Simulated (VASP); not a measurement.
MgS, 2 atoms in the cell. The structure is cubic, space group F-43m (No. 216). Conventional cell: a = 5.546 Å, b = 5.546 Å, c = 5.546 Å, α = 90.00°, β = 90.00°, γ = 90.00°. Within 3.2 Å of Mg (site symmetry -43m) lie 4 S at 2.40 Å. S (site symmetry -43m) has 4 Mg at 2.40 Å within 3.2 Å. 

```yaml
Program: VASP 6.6.1
Task: single point
Functional: r2SCAN
Potentials_or_basis: VASP PAW PBE potentials, release 64 (Mg_sv, S)
Cutoff: 920 eV
k_mesh: 6 × 6 × 6
Occupations: gaussian, width 0.01 eV
Spin: no spin polarisation
Dipole_correction: no
Further_INCAR_settings: ALGO = Normal; EDIFF = 1e-06; NBANDS = 15
```

Potentials or basis: VASP PAW PBE potentials, release 64 (Mg_sv, S).

Run with:

```sh
$ cat potpaw_PBE.64/Mg_sv/POTCAR potpaw_PBE.64/S/POTCAR > POTCAR
$ cp INCAR.step1 INCAR
$ mpirun -np 1 vasp_std > vasp.out
$ cp INCAR.step2 INCAR
$ mpirun -np 1 vasp_std > vasp.out
```

Hardware: 1 thread of Intel(R) Xeon(R) Platinum 8375C CPU @ 2.90GHz (Ice Lake), with other jobs on the host.

Task: How long does it take, and how much memory?

Result: Wall time 74 s on 1 thread of Intel(R) Xeon(R) Platinum 8375C CPU @ 2.90GHz (Ice Lake), on a shared host, peak memory 0.26 GiB. Counts: k points 16.
